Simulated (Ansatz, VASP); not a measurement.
CO: VASP beside Ansatz

```
CELL_PARAMETERS angstrom
0.00000 1.98773 1.98773
1.98773 0.00000 1.98773
1.98773 1.98773 0.00000
ATOMIC_POSITIONS crystal
C 0.00000 0.00000 0.00000
O 0.50000 0.50000 0.50000
```

Alike in both runs: functional PBE; k mesh 12 × 12 × 12; occupations gaussian, width 0.02 eV; no spin polarisation.

Ansatz relaxed the structure, and its values are those at the end. VASP's run is a single point on that final structure, the one shown.

|  | VASP | Ansatz |
| --- | --- | --- |
| version | VASP 6.6.1 | Ansatz 0.2.0 |
| potentials or method | VASP PAW PBE potentials, release 64 (C, O), cutoff 600 eV | scalar-relativistic, plane waves, PAW |
| valence electrons in the cell | 10 | 10 |

```csv
,VASP,Ansatz,Ansatz less VASP
gap on the k mesh at the Fermi level (eV),0.27,0.28,+0.003
least direct gap on the mesh (eV),0.31,0.31,0.000
pressure (GPa),-0.3,0.0,+0.35
```

With one functional, cell and mesh, what is left measures potentials, basis and numerics.
